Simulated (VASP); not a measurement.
# HgTe (zincblende type) (F-43m) in VASP: single point with PBE

Aim: the single point of HgTe (zincblende type) with PBE.

Everything below comes from runs of VASP 6.6.1. Logs are shortened: lines on timing, memory, paths and dates and some standing lists are left out, and cuts for length are marked.

## Step 1: The cell of the first run

The structure is cubic, space group F-43m (No. 216). The conventional cell has a = 6.021 Å, b = 6.021 Å, c = 6.021 Å, α = 90.00°, β = 90.00°, γ = 90.00°. Within 3.4 Å of Hg (site symmetry -43m) lie 4 Te at 2.61 Å. Within 3.4 Å of Te (site symmetry -43m) lie 4 Hg at 2.61 Å.

## Step 2: Single point, PBE

Contents of INCAR:

```
  PREC = Accurate
  ENCUT = 520
  EDIFF = 1E-7
  ISMEAR = -1
  SIGMA = 0.08
  LREAL = F
  LASPH = T
  NELM = 100
  ALGO = Normal
  ISIF = 2
  LWAVE = F
  LCHARG = T
  GGA = PE
  LELF = T
  LVHAR = T
  NBANDS = 16
```

Contents of KPOINTS:

```
regular mesh
0
Gamma
  12 12 12
```

Contents of POSCAR:

```
HgTe
1.0
    0.0000000000      3.0107359966      3.0107359966
    3.0107359966      0.0000000000      3.0107359966
    3.0107359966      3.0107359966      0.0000000000
Hg Te
1 1
Direct
    0.0000000000      0.0000000000      0.0000000000
    0.2500000000      0.2500000000      0.2500000000
```

Potentials or basis: VASP PAW PBE potentials, release 64 (Hg, Te).

Run with:

```console
$ cat potpaw_PBE.64/Hg/POTCAR potpaw_PBE.64/Te/POTCAR > POTCAR
$ mpirun -np 1 vasp_std > vasp.out
```

OUTCAR:

```text
PREC = Accurate
   ENCUT = 520
   EDIFF = 1E-7
   ISMEAR = -1
   LREAL = F
   LASPH = T
   NELM = 100
   ISIF = 2
   GGA = PE

 ion  position               nearest neighbor table
   1  0.000  0.000  0.000-   2 2.61   2 2.61   2 2.61   2 2.61
   2  0.250  0.250  0.250-   1 2.61   1 2.61   1 2.61   1 2.61

  LATTYP: Found a face centered cubic cell.
 ALAT       =     6.0214719932

  Lattice vectors:

 A1 = (   0.0000000000,   3.0107359966,   3.0107359966)
 A2 = (   3.0107359966,   0.0000000000,   3.0107359966)
 A3 = (   3.0107359966,   3.0107359966,   0.0000000000)

Analysis of symmetry for initial positions (statically):
=====================================================================
 Subroutine PRICEL returns:
 Original cell was already a primitive cell.

 Routine SETGRP: Setting up the symmetry group for a
 face centered cubic supercell.

 Subroutine GETGRP returns: Found 24 space group operations
 (whereof 24 operations were pure point group operations)
 out of a pool of 48 trial point group operations.

The static configuration has the point symmetry T_d .

Analysis of symmetry for dynamics (positions and initial velocities):
=====================================================================
 Subroutine PRICEL returns:
 Original cell was already a primitive cell.

 Routine SETGRP: Setting up the symmetry group for a
 face centered cubic supercell.

 Subroutine GETGRP returns: Found 24 space group operations
 (whereof 24 operations were pure point group operations)
 out of a pool of 48 trial point group operations.

The dynamic configuration has the point symmetry T_d .

 Subroutine INISYM returns: Found 24 space group operations
 (whereof 24 operations are pure point group operations),
 and found     1 'primitive' translations

----------------------------------------------------------------------------------------

                                     Primitive cell

  volume of cell :      54.5818

  direct lattice vectors                    reciprocal lattice vectors
     0.000000000  3.010735997  3.010735997    -0.166072349  0.166072349  0.166072349
     3.010735997  0.000000000  3.010735997     0.166072349 -0.166072349  0.166072349
     3.010735997  3.010735997  0.000000000     0.166072349  0.166072349 -0.166072349

  length of vectors
     4.257823679  4.257823679  4.257823679     0.287645747  0.287645747  0.287645747

  position of ions in fractional coordinates (direct lattice)
     0.000000000  0.000000000  0.000000000
     0.250000000  0.250000000  0.250000000

  ion indices of the primitive-cell ions
   primitive index   ion index
                 1           1
                 2           2

----------------------------------------------------------------------------------------

 KPOINTS: regular mesh

Automatic generation of k-mesh.
 Grid dimensions read from file:
 generate k-points for:   12   12   12

 Generating k-lattice:

  Cartesian coordinates                     Fractional coordinates (reciprocal lattice)
    -0.013839362  0.013839362  0.013839362     0.083333333  0.000000000  0.000000000
     0.013839362 -0.013839362  0.013839362     0.000000000  0.083333333  0.000000000
     0.013839362  0.013839362 -0.013839362     0.000000000  0.000000000  0.083333333

  Length of vectors
     0.023970479  0.023970479  0.023970479

  Shift w.r.t. Gamma in fractional coordinates (k-lattice)
     0.000000000  0.000000000  0.000000000

 Subroutine IBZKPT returns following result:
 ===========================================

 Found     72 irreducible k-points:

 Following reciprocal coordinates:
            Coordinates               Weight
  0.000000  0.000000  0.000000      1.000000
  0.083333  0.000000  0.000000      8.000000
  0.166667  0.000000  0.000000      8.000000
  0.250000  0.000000  0.000000      8.000000
  0.333333  0.000000  0.000000      8.000000
  0.416667  0.000000  0.000000      8.000000
[... 16 lines left out ...]
  0.500000  0.166667  0.000000     24.000000
 -0.416667  0.166667  0.000000     24.000000
 [... further k-points ...]
   k-points           NKPTS =     72   k-points in BZ     NKDIM =     72   number of bands    NBANDS=     16
   number of dos      NEDOS =    301   number of ions     NIONS =      2
   total plane-waves  NPLWV =  32768
   dimension x,y,z NGX =    32 NGY =   32 NGZ =   32
   dimension x,y,z NGXF=    64 NGYF=   64 NGZF=   64
   ions per type =               1   1
   NGX,Y,Z   is equivalent  to a cutoff of  12.49, 12.49, 12.49 a.u.
   NGXF,Y,Z  is equivalent  to a cutoff of  24.99, 24.99, 24.99 a.u.
 SYSTEM =  unknown system
   PREC   = accura    normal or accurate (medium, high low for compatibility)
   ISTART =      0    job   : 0-new  1-cont  2-samecut
   ICHARG =      2    charge: 1-file 2-atom 10-const
   ISPIN  =      1    spin polarized calculation?
   LNONCOLLINEAR =      F non collinear calculations
   LSORBIT =      F    spin-orbit coupling
   LASPH  =      T    aspherical Exc in radial PAW
   ENCUT  =  520.0 eV  38.22 Ry    6.18 a.u.   7.92  7.92  7.92*2*pi/ulx,y,z
   NELM   =    100;   NELMIN=  2; NELMDL= -5     # of ELM steps
   EDIFF  = 0.1E-06   stopping-criterion for ELM
   LREAL  =      F    real-space projection
   EDIFFG = 0.1E-05   stopping-criterion for IOM
   NSW    =      0    number of steps for IOM
   IBRION =     -1    ionic relax: 0-MD 1-quasi-New 2-CG
   NFREE  =      0    steps in history (QN), initial steepest desc. (CG)
   ISIF   =      2    stress and relaxation
   ISYM   =      2    0-nonsym 1-usesym 2-fastsym
   POTIM  = 0.5000    time-step for ionic-motion
   TEBEG  =    0.0;   TEEND  =   0.0 temperature during run
   PSTRESS=    0.0 pullay stress
   NELECT =      18.0000    total number of electrons
   NUPDOWN=      -1.0000    fix difference up-down
   EMIN   =  10.00;   EMAX   =-10.00  energy-range for DOS
   EFERMI =   0.00;   METHOD = LEGACY
   ISMEAR =    -1;   SIGMA  =   0.08  broadening in eV -4-tet -1-fermi 0-gaus
   EFERMI_NEDOS =   21; number of points for ismear=-14 and -15
   IALGO  =     38    algorithm
   IMIX   =      4    mixing-type and parameters
     AMIX     =   0.40;   BMIX     =  1.00
     AMIX_MAG =   1.60;   BMIX_MAG =  1.00
  volume/ion in A,a.u.               =      27.29       184.17
  Fermi-wavevector in a.u.,A,eV,Ry     =   1.131053  2.137380 17.405676  1.279281
  Thomas-Fermi vector in A             =   2.267751
   LORBIT       =      0    0 simple, 1 ext, 2 COOP (PROOUT), +10 PAW based schemes
   GGA     = PE    functional components
   LHFCALC =     F    Hartree Fock is set to
   AEXX    =    0.0000 exact exchange contribution
   IVDW    =     0    specifies the selected vdW correction
   LEPSILON=     F    determine dielectric tensor
   LRPA    =     F    only Hartree local field effects (RPA)
 non-spin polarized calculation
  energy-cutoff  :      520.00
  volume of cell :       54.58
 maximum number of plane-waves:      1484
   NGX = 15   NGY = 15   NGZ = 15

 number of electron      18.0000001 magnetization

 Free energy of the ion-electron system (eV)
  ---------------------------------------------------
  ext. energy  EPLUGINS =         0.00000000
  ---------------------------------------------------
  free energy    TOTEN  =        -2.67240260 eV

  energy without entropy =       -2.67197797  energy(sigma->0) =       -2.67219028

 E-fermi :   5.8535     XC(G=0):  -9.7516

 val. band max:        5.6947269486   @ k =   0.0000   0.0000   0.0000
 cond. band min:       6.3864789010   @ k =   0.5000   0.0000   0.0000
 fundamental gap:      0.6917519524
 Fermi energy:         5.8534611506

 k-point     1 :       0.0000    0.0000    0.0000
  band No.  band energies     occupation
      1      -8.1394      2.00000
      2      -3.1964      2.00000
      3      -3.1964      2.00000
      4      -3.1964      2.00000
      5      -2.3711      2.00000
      6      -2.3711      2.00000
[... 8 lines left out ...]
     15      15.2954      0.00000
     16      15.2954      0.00000

 k-point     2 :       0.0833    0.0000    0.0000
  band No.  band energies     occupation
      1      -8.0875      2.00000
      2      -3.1889      2.00000
      3      -3.1810      2.00000
      4      -3.1810      2.00000
      5      -2.3737      2.00000
      6      -2.3737      2.00000
[... 8 lines left out ...]
     15      14.6062      0.00000
     16      14.6062      0.00000

 k-point     3 :       0.1667    0.0000    0.0000
  band No.  band energies     occupation
      1      -7.9413      2.00000
      2      -3.1521      2.00000
      3      -3.1404      2.00000
      4      -3.1404      2.00000
      5      -2.3781      2.00000
      6      -2.3781      2.00000
[... 8 lines left out ...]
     15      14.1336      0.00000
     16      14.1336      0.00000

 k-point     4 :       0.2500    0.0000    0.0000
  band No.  band energies     occupation
      1      -7.7310      2.00000
      2      -3.0893      2.00000
      3      -3.0893      2.00000
      4      -3.0453      2.00000
      5      -2.3765      2.00000
      6      -2.3765      2.00000
[... 8 lines left out ...]
     15      14.1078      0.00000
     16      14.1078      0.00000

 k-point     5 :       0.3333    0.0000    0.0000
  band No.  band energies     occupation
      1      -7.5078      2.00000
      2      -3.0452      2.00000
      3      -3.0452      2.00000
      4      -2.8099      2.00000
      5      -2.3637      2.00000
      6      -2.3637      2.00000
[... 8 lines left out ...]
     15      14.5790      0.00000
     16      14.5790      0.00000

 k-point     6 :       0.4167    0.0000    0.0000
  band No.  band energies     occupation
      1      -7.3361      2.00000
      2      -3.0185      2.00000
      3      -3.0185      2.00000
      4      -2.3909      2.00000
      5      -2.3456      2.00000
      6      -2.3456      2.00000
[... 8 lines left out ...]
     15      15.3692      0.00000
     16      15.3692      0.00000

 k-point     7 :       0.5000    0.0000    0.0000
  band No.  band energies     occupation
      1      -7.2716      2.00000
      2      -3.0101      2.00000
      3      -3.0101      2.00000
      4      -2.3370      2.00000
      5      -2.3370      2.00000
      6      -1.9272      2.00000
[... 8 lines left out ...]
     15      15.9042      0.00000
     16      15.9042      0.00000

 k-point     8 :       0.0833    0.0833    0.0000
  band No.  band energies     occupation
      1      -8.0701      2.00000
      2      -3.2031      2.00000
      3      -3.1675      2.00000
      4      -3.1675      2.00000
      5      -2.3847      2.00000
      6      -2.3646      2.00000
[... 8 lines left out ...]
     15      13.8529      0.00000
     16      15.5400      0.00000

 k-point     9 :       0.1667    0.0833    0.0000
  band No.  band energies     occupation
      1      -7.9550      2.00000
      2      -3.1928      2.00000
      3      -3.1271      2.00000
      4      -3.1269      2.00000
      5      -2.3972      2.00000
      6      -2.3600      2.00000
[... 8 lines left out ...]
     15      13.7420      0.00000
     16      14.9233      0.00000
[... 172 lines left out ...]
 k-point    19 :       0.1667    0.1667    0.0000
  band No.  band energies     occupation
      1      -7.8740      2.00000
      2      -3.2122      2.00000
      3      -3.0842      2.00000
      4      -3.0842      2.00000
      5      -2.4158      2.00000
      6      -2.3469      2.00000
[... 8 lines left out ...]
     15      14.3808      0.00000
     16      15.6059      0.00000

 k-point    20 :       0.2500    0.1667    0.0000
  band No.  band energies     occupation
      1      -7.7146      2.00000
      2      -3.1888      2.00000
      3      -3.0255      2.00000
      4      -3.0188      2.00000
      5      -2.4230      2.00000
      6      -2.3369      2.00000
[... 8 lines left out ...]
     15      15.1026      0.00000
     16      15.3976      0.00000

 k-point    21 :       0.3333    0.1667    0.0000
  band No.  band energies     occupation
      1      -7.5128      2.00000
      2      -3.1153      2.00000
      3      -2.9705      2.00000
      4      -2.9166      2.00000
      5      -2.3981      2.00000
      6      -2.3274      2.00000
[... 8 lines left out ...]
     15      15.0519      0.00000
     16      15.5373      0.00000

 k-point    22 :       0.4167    0.1667    0.0000
  band No.  band energies     occupation
      1      -7.3218      2.00000
      2      -3.0406      2.00000
      3      -2.9347      2.00000
      4      -2.7249      2.00000
      5      -2.3219      2.00000
      6      -2.3048      2.00000
[... 8 lines left out ...]
     15      15.2983      0.00000
     16      16.0531      0.00000

 k-point    23 :       0.5000    0.1667    0.0000
  band No.  band energies     occupation
      1      -7.1988      2.00000
      2      -3.0042      2.00000
      3      -2.9232      2.00000
      4      -2.5104      2.00000
      5      -2.3304      2.00000
      6      -2.0484      2.00000
[... 8 lines left out ...]
     15      15.6945      0.00000
     16      16.0829      0.00000

 k-point    24 :      -0.4167    0.1667    0.0000
  band No.  band energies     occupation
      1      -7.1827      2.00000
      2      -2.9910      2.00000
      3      -2.9340      2.00000
      4      -2.4262      2.00000
      5      -2.3570      2.00000
      6      -1.9771      2.00000
[... 8 lines left out ...]
     15      15.1580      0.00000
     16      15.4101      0.00000

 [... further k-points ...]

------------------------ aborting loop because EDIFF is reached ----------------------------------------

  FORCE on cell =-STRESS in cart. coord.  units (eV):
  Direction    XX          YY          ZZ          XY          YZ          ZX
  --------------------------------------------------------------------------------------
  -------------------------------------------------------------------------------------
  Total        7.5748823      7.5748823      7.5748823      0.0000000      0.0000000     -0.0000000
  in kB      222.3506734    222.3506734    222.3506734      0.0000000      0.0000000     -0.0000000
  external PRESSURE =     222.3506734 kB  Pullay stress =       0.0000000 kB

 VOLUME and BASIS-vectors are now :
 -----------------------------------------------------------------------------
  energy-cutoff  :      520.00
  volume of cell :       54.58
      direct lattice vectors                 reciprocal lattice vectors
     0.000000000  3.010735997  3.010735997    -0.166072349  0.166072349  0.166072349
     3.010735997  0.000000000  3.010735997     0.166072349 -0.166072349  0.166072349
     3.010735997  3.010735997  0.000000000     0.166072349  0.166072349 -0.166072349

 POSITION                                       TOTAL-FORCE (eV/Angst)
 -----------------------------------------------------------------------------------
      0.00000      0.00000      0.00000         0.000000      0.000000      0.000000
      1.50537      1.50537      1.50537        -0.000000     -0.000000     -0.000000
 -----------------------------------------------------------------------------------
    total drift:                               -0.000000     -0.000000     -0.000000

  FREE ENERGIE OF THE ION-ELECTRON SYSTEM (eV)
  ---------------------------------------------------
  free  energy   TOTEN  =        -2.6724026016 eV

  energy  without entropy=       -2.6719779659  energy(sigma->0) =       -2.67219028
```

Wall time 37 s (1 thread of AMD EPYC 9R45 (Zen 5), shared host); peak memory 0.19 GiB.

Results:

```
Free energy            : -2.6724 eV
Pressure               : 22.2 GPa
Band gap on the k mesh : zero (filled and empty bands touch)
```

Caveat: the cell stands under pressure; semilocal functionals underestimate gaps, and a narrow one can read as zero; spin-orbit coupling is left out, which moves the levels of the heavy elements.

The gap in the log of VASP goes by the Fermi energy; the results here count the filled bands.